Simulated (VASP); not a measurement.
# Nb (Im-3m) in VASP: a series of runs, part 2 of 2

VASP 6.6.1. The steps go on from the part before.

## Step 5: Single point, LDA

Input file INCAR:

```
SYSTEM = Nb
ALGO = Normal
EDIFF = 1E-6
ENCUT = 520
GGA = CA
ISIF = 2
ISMEAR = -1
LASPH = .True.
LCHARG = .True.
LELF = .True.
LREAL = .False.
LVHAR = .True.
LWAVE = .False.
NBANDS = 12
NELM = 60
PREC = Accurate
SIGMA = 0.1
```

Input file KPOINTS:

```
k-points
0
Gamma
  7 7 7
  0 0 0
```

Input file POSCAR:

```
Nb
1.0
   -1.6231103068      1.6231103068      1.6231103068
    1.6231103068     -1.6231103068      1.6231103068
    1.6231103068      1.6231103068     -1.6231103068
Nb
1
Direct
    0.0000000000      0.0000000000      0.0000000000
```

Potentials or basis: VASP PAW LDA potentials, release 64 (Nb_sv).

Command:

```console
> cat potpaw_LDA.64/Nb_sv/POTCAR > POTCAR
> mpirun -np 1 vasp_std > vasp.out
```

OUTCAR:

```text
SYSTEM = Nb
   EDIFF = 1E-6
   ENCUT = 520
   GGA = CA
   ISIF = 2
   ISMEAR = -1
   LASPH = .True.
   LREAL = .False.
   NELM = 60
   PREC = Accurate

 ion  position               nearest neighbor table
   1  0.000  0.000  0.000-

  LATTYP: Found a body centered cubic cell.
 ALAT       =     3.2462206136

  Lattice vectors:

 A1 = (  -1.6231103068,   1.6231103068,   1.6231103068)
 A2 = (   1.6231103068,  -1.6231103068,   1.6231103068)
 A3 = (   1.6231103068,   1.6231103068,  -1.6231103068)

Analysis of symmetry for initial positions (statically):
=====================================================================
 Subroutine PRICEL returns:
 Original cell was already a primitive cell.

 Routine SETGRP: Setting up the symmetry group for a
 body centered cubic supercell.

 Subroutine GETGRP returns: Found 48 space group operations
 (whereof 48 operations were pure point group operations)
 out of a pool of 48 trial point group operations.

The static configuration has the point symmetry O_h .

Analysis of symmetry for dynamics (positions and initial velocities):
=====================================================================
 Subroutine PRICEL returns:
 Original cell was already a primitive cell.

 Routine SETGRP: Setting up the symmetry group for a
 body centered cubic supercell.

 Subroutine GETGRP returns: Found 48 space group operations
 (whereof 48 operations were pure point group operations)
 out of a pool of 48 trial point group operations.

The dynamic configuration has the point symmetry O_h .

 Subroutine INISYM returns: Found 48 space group operations
 (whereof 48 operations are pure point group operations),
 and found     1 'primitive' translations

----------------------------------------------------------------------------------------

[... 109 lines left out ...]
   LORBIT       =      0    0 simple, 1 ext, 2 COOP (PROOUT), +10 PAW based schemes
   GGA     = CA    functional components
   LHFCALC =     F    Hartree Fock is set to
   AEXX    =    0.0000 exact exchange contribution
   IVDW    =     0    specifies the selected vdW correction
   LEPSILON=     F    determine dielectric tensor
   LRPA    =     F    only Hartree local field effects (RPA)
 non-spin polarized calculation
  energy-cutoff  :      520.00
  volume of cell :       17.10
 maximum number of plane-waves:       469
 NGX is ok and might be reduce to    24
   NGX = 11   NGY = 11   NGZ = 11

 number of electron      13.0000001 magnetization

 Free energy of the ion-electron system (eV)
  ---------------------------------------------------
  ext. energy  EPLUGINS =         0.00000000
  ---------------------------------------------------
  free energy    TOTEN  =       -11.26878933 eV

  energy without entropy =      -11.20550720  energy(sigma->0) =      -11.23714827

 E-fermi :  11.7215     XC(G=0): -12.9829

 val. band max:       11.5631364262   @ k =  -0.4286   0.4286   0.1429
 cond. band min:      11.7297696642   @ k =   0.2857   0.1429  -0.0000
 fundamental gap:      0.1666332380
 Fermi energy:        11.7215245273

 k-point     1 :       0.0000    0.0000    0.0000
  band No.  band energies     occupation
      1     -42.2769      2.00000
      2     -17.6033      2.00000
      3     -17.6033      2.00000
      4     -17.6033      2.00000
      5       5.7228      2.00000
      6      12.0528      0.07031
      7      12.0528      0.07031
      8      12.0528      0.07031
      9      15.1329      0.00000
     10      15.1329      0.00000
     11      26.1090      0.00000
     12      26.1090      0.00000
[... 271 lines left out ...]
 k-point    20 :      -0.4286    0.4286    0.4286
  band No.  band energies     occupation
      1     -41.7759      2.00000
      2     -18.7063      2.00000
      3     -18.6444      2.00000
      4     -18.6444      2.00000
      5       7.9220      2.00000
      6       8.0763      2.00000
      7      16.3821      0.00000
      8      16.3821      0.00000
      9      17.2870      0.00000
     10      20.2470      0.00000
     11      23.0636      0.00000
     12      23.0636      0.00000

------------------------ aborting loop because EDIFF is reached ----------------------------------------

  FORCE on cell =-STRESS in cart. coord.  units (eV):
  Direction    XX          YY          ZZ          XY          YZ          ZX
  --------------------------------------------------------------------------------------
  -------------------------------------------------------------------------------------
  Total        0.0141059      0.0141059      0.0141059      0.0000000      0.0000000     -0.0000000
  in kB        1.3213177      1.3213177      1.3213177      0.0000000      0.0000000     -0.0000000
  external PRESSURE =       1.3213177 kB  Pullay stress =       0.0000000 kB

 VOLUME and BASIS-vectors are now :
 -----------------------------------------------------------------------------
  energy-cutoff  :      520.00
  volume of cell :       17.10
      direct lattice vectors                 reciprocal lattice vectors
    -1.623110307  1.623110307  1.623110307     0.000000000  0.308050536  0.308050536
     1.623110307 -1.623110307  1.623110307     0.308050536  0.000000000  0.308050536
     1.623110307  1.623110307 -1.623110307     0.308050536  0.308050536  0.000000000

 POSITION                                       TOTAL-FORCE (eV/Angst)
 -----------------------------------------------------------------------------------
      0.00000      0.00000      0.00000        -0.000000     -0.000000      0.000000
 -----------------------------------------------------------------------------------
    total drift:                               -0.000000      0.000000      0.000000

  FREE ENERGIE OF THE ION-ELECTRON SYSTEM (eV)
  ---------------------------------------------------
  free  energy   TOTEN  =       -11.2687893310 eV

  energy  without entropy=      -11.2055071996  energy(sigma->0) =      -11.23714827
```

It took 5.8 s on 1 thread of Intel Xeon 8259CL, shared host; peak memory 0.13 GiB.

What came out:

```yaml
Free_energy: -11.2688 eV
Pressure: 0.1 GPa
```

Levels at points of the mesh, in eV from the Fermi level:
```
           k point  band 2  band 3  band 4  band 5  band 6  band 7  band 8  band 9  band 10  band 11
(0.00, 0.00, 0.00)  -29.32  -29.32  -29.32   -6.00    0.33    0.33    0.33    3.41     3.41    14.39
```

Caveat: the k points lie up to 0.39 Å⁻¹ apart.

## Step 6: Single point, LDA

Input file INCAR:

```
SYSTEM = Nb
PREC = Accurate
ENCUT = 520
EDIFF = 1E-7
ISMEAR = -1
SIGMA = 0.1
LREAL = .FALSE.
LASPH = .TRUE.
NELM = 60
ALGO = Normal
ISIF = 2
LWAVE = .FALSE.
LCHARG = .FALSE.
GGA = CA
NBANDS = 12
```

Input file KPOINTS:

```
Automatic mesh
0
G
  8 8 8
  0 0 0
```

POSCAR is that of step 5.

Potentials or basis: VASP PAW LDA potentials, release 64 (Nb_sv).

Command:

```console
> cat potpaw_LDA.64/Nb_sv/POTCAR > POTCAR
> mpirun -np 1 vasp_std > vasp.out
```

OUTCAR:

```text
SYSTEM = Nb
   PREC = Accurate
   ENCUT = 520
   EDIFF = 1E-7
   ISMEAR = -1
   LREAL = .FALSE.
   LASPH = .TRUE.
   NELM = 60
   ISIF = 2
   GGA = CA

 ion  position               nearest neighbor table
   1  0.000  0.000  0.000-

  LATTYP: Found a body centered cubic cell.
 ALAT       =     3.2462206136

  Lattice vectors:

 A1 = (  -1.6231103068,   1.6231103068,   1.6231103068)
 A2 = (   1.6231103068,  -1.6231103068,   1.6231103068)
 A3 = (   1.6231103068,   1.6231103068,  -1.6231103068)

Analysis of symmetry for initial positions (statically):
=====================================================================
 Subroutine PRICEL returns:
 Original cell was already a primitive cell.

 Routine SETGRP: Setting up the symmetry group for a
 body centered cubic supercell.

 Subroutine GETGRP returns: Found 48 space group operations
 (whereof 48 operations were pure point group operations)
 out of a pool of 48 trial point group operations.

The static configuration has the point symmetry O_h .

Analysis of symmetry for dynamics (positions and initial velocities):
[... 159 lines left out ...]
 val. band max:       11.6382796603   @ k =   0.1250   0.0000   0.0000
 cond. band min:      11.7646949848   @ k =  -0.2500   0.3750   0.1250
 fundamental gap:      0.1264153246
 Fermi energy:        11.6464703322

 k-point     1 :       0.0000    0.0000    0.0000
  band No.  band energies     occupation
      1     -42.3051      2.00000
      2     -17.6298      2.00000
      3     -17.6298      2.00000
      4     -17.6298      2.00000
      5       5.7188      2.00000
      6      12.0361      0.03984
      7      12.0361      0.03984
      8      12.0361      0.03984
      9      15.1174      0.00000
     10      15.1174      0.00000
     11      26.1083      0.00000
     12      26.1083      0.00000
[... 331 lines left out ...]
 k-point    24 :      -0.3750    0.3750    0.2500
  band No.  band energies     occupation
      1     -41.9299      2.00000
      2     -18.8264      2.00000
      3     -18.3603      2.00000
      4     -18.2204      2.00000
      5       9.1727      2.00000
      6       9.7370      2.00000
      7      12.6942      0.00006
      8      13.5000      0.00000
      9      16.4496      0.00000
     10      17.9402      0.00000
     11      26.1982      0.00000
     12      28.1510      0.00000

 [... further k-points ...]
[... 5 lines left out ...]
  --------------------------------------------------------------------------------------
  -------------------------------------------------------------------------------------
  Total        0.1154768      0.1154768      0.1154768     -0.0000000     -0.0000000     -0.0000000
  in kB       10.8168617     10.8168617     10.8168617     -0.0000000     -0.0000000     -0.0000000
  external PRESSURE =      10.8168617 kB  Pullay stress =       0.0000000 kB

 VOLUME and BASIS-vectors are now :
 -----------------------------------------------------------------------------
  energy-cutoff  :      520.00
  volume of cell :       17.10
      direct lattice vectors                 reciprocal lattice vectors
    -1.623110307  1.623110307  1.623110307     0.000000000  0.308050536  0.308050536
     1.623110307 -1.623110307  1.623110307     0.308050536  0.000000000  0.308050536
     1.623110307  1.623110307 -1.623110307     0.308050536  0.308050536  0.000000000

 POSITION                                       TOTAL-FORCE (eV/Angst)
 -----------------------------------------------------------------------------------
      0.00000      0.00000      0.00000         0.000000     -0.000000     -0.000000
 -----------------------------------------------------------------------------------
    total drift:                                0.000000      0.000000     -0.000000

  FREE ENERGIE OF THE ION-ELECTRON SYSTEM (eV)
  ---------------------------------------------------
  free  energy   TOTEN  =       -11.2986249812 eV

  energy  without entropy=      -11.2542382352  energy(sigma->0) =      -11.27643161
```

Wall time 7.3 s (1 thread of Intel Xeon 8259CL, shared host); peak memory 0.13 GiB.

Results:

```yaml
Free_energy: -11.2986 eV
Pressure: 1.1 GPa
```

Levels at points of the mesh, in eV from the Fermi level:
```
           k point  band 2  band 3  band 4  band 5  band 6  band 7  band 8  band 9  band 10  band 11
(0.00, 0.00, 0.00)  -29.28  -29.28  -29.28   -5.93    0.39    0.39    0.39    3.47     3.47    14.46
(0.50, 0.00, 0.00)  -30.89  -29.78  -29.29   -3.88   -1.77    2.70    3.54    4.26     6.89    11.90
(0.50, 0.50, 0.50)  -30.37  -30.37  -30.37   -3.97   -3.97    6.04    6.04    6.04     9.61     9.61
```

## Step 7: Overview

```csv
k mesh,gap on the mesh (eV),pressure (GPa)
2 × 2 × 2,none,-23.3
4 × 4 × 4,none,5.9
5 × 5 × 5,none,-0.7
7 × 7 × 7,none,0.1
8 × 8 × 8,none,1.1
```

Alike in all rows: task single point; level LDA; potentials or basis VASP PAW LDA potentials, release 64 (Nb_sv); no spin polarisation; cell as given; cutoff (eV) 520; smearing fermi-dirac 0.1 eV.

Caveats: some runs use coarse meshes.

Total energies depend on the potentials used, so only differences within one code and one set of settings carry meaning.
